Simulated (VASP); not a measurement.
Set up this calculation in VASP 6.6.1, as the native input.

| Property | Result |
| --- | --- |
| Task | single point |
| Functional | PBE |
| Potentials or basis | VASP PAW PBE potentials, release 64 (Mg_sv, O) |
| Cutoff | 840 eV |
| k mesh | 7 × 7 × 7 |
| Occupations | fermi-dirac, width 0.003 eV |
| Spin | no spin polarisation |
| Dipole correction | no |
| Further INCAR settings | ALGO = Normal; EDIFF = 1e-06; NBANDS = 15 |

The structure of MgO lies in POSCAR:

```
MgO
1.0
    0.0000000000      2.1980000000      2.1980000000
    2.1980000000      0.0000000000      2.1980000000
    2.1980000000      2.1980000000      0.0000000000
Mg O
1 1
Direct
    0.0000000000      0.0000000000      0.0000000000
    0.5000000000      0.5000000000      0.5000000000
```

One way to write it, as run:

INCAR

```
SYSTEM = MgO
ALGO = Normal
EDIFF = 1E-6
ENCUT = 840
GGA = PE
GGA_COMPAT = .FALSE.
ISIF = 2
ISMEAR = -1
LASPH = .TRUE.
LCHARG = .FALSE.
LREAL = .FALSE.
LWAVE = .FALSE.
NBANDS = 15
NELM = 120
PREC = Accurate
SIGMA = 0.003
```

KPOINTS

```
k-points
0
G
  7 7 7
  0 0 0
```

Potentials or basis: VASP PAW PBE potentials, release 64 (Mg_sv, O).

The run is started by

```sh
$ cat potpaw_PBE.64/Mg_sv/POTCAR potpaw_PBE.64/O/POTCAR > POTCAR
$ mpirun -np 1 vasp_std > vasp.out
```

Results of the run:

- Pressure: -12.1 GPa
- Band gap on the k mesh: 3.59 eV

Caveat: the cell stands under tension.

Run time: 36 s on 1 thread of AMD EPYC 7571, with other jobs on the host, peak memory 0.13 GiB.
